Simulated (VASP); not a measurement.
Runs of VASP 6.6.1 on Gd. It takes space group P6_3/mmc (No. 194, hexagonal). Conventional cell: a = 3.636 Å, b = 3.636 Å, c = 5.783 Å, α = 90.00°, β = 90.00°, γ = 120.00°. Gd (site symmetry -6m2) has 12 Gd at 3.57 to 3.64 Å within 4.7 Å. 

```csv
level,smearing,gap on the mesh (eV),pressure (GPa),moment (μB)
PBE,gaussian 0.016 eV,none,0.6,15.19
PBEsol,fermi-dirac 0.05 eV,none,(a),15.22
PBE,gaussian 0.017 eV,none,0.5,15.19
PBE,gaussian 0.021 eV,none,(b),15.19
```

Alike in all rows: task single point; potentials or basis VASP PAW PBE potentials, release 64 (Gd); spin collinear, ferromagnetic start; cell as given; k mesh 8 × 8 × 5; cutoff (eV) 520.

Q: Fill in the values left out.

A: (a) -1.8; (b) 0.1.

Caveats: spin-orbit coupling is left out, which moves the levels of the heavy elements; the PAW data sets were made with another functional, which shifts forces and pressure a little (some runs).

A k mesh can miss the band edges, and the runs leave out spin-orbit coupling on Gd.

A gap of «none» marks levels without a gap at the run's occupations.
